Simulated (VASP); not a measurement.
A run of VASP 6.6.1:

File INCAR:

```
PREC = Accurate
ENCUT = 600
EDIFF = 1E-6
ISMEAR = 0
SIGMA = 0.1
LREAL = False
LASPH = True
NELM = 120
ALGO = Normal
ISIF = 2
LWAVE = False
LCHARG = False
GGA = PS
NBANDS = 16
GGA_COMPAT = False
```

The input KPOINTS:

```
Automatic mesh
0
Gamma
  6 6 6
```

POSCAR

```
ZrBeB
1.0
    3.4132671131      0.0000000000      0.0000000000
   -1.7066335565      2.9559760298      0.0000000000
    0.0000000000      0.0000000000      3.4960231300
Zr Be B
1 1 1
Direct
    0.0000000000      0.0000000000      0.0000000000
    0.3333333300      0.6666666700      0.5000000000
    0.6666666700      0.3333333300      0.5000000000
```

Potentials or basis: VASP PAW PBE potentials, release 64 (Zr_sv, Be, B).

Command:

```bash
$ cat potpaw_PBE.64/Zr_sv/POTCAR potpaw_PBE.64/Be/POTCAR potpaw_PBE.64/B/POTCAR > POTCAR
$ mpirun -np 1 vasp_std > vasp.out
```

Hardware: 1 thread of Intel(R) Xeon(R) Platinum 8488C (Sapphire Rapids), on a shared host.

**Question.** Estimate the wall time of this run.

**Answer.** Wall time 11 s on 1 thread of Intel(R) Xeon(R) Platinum 8488C (Sapphire Rapids), with other jobs on the host, peak memory 0.17 GiB. Counts: scf iterations 14, k points 28.
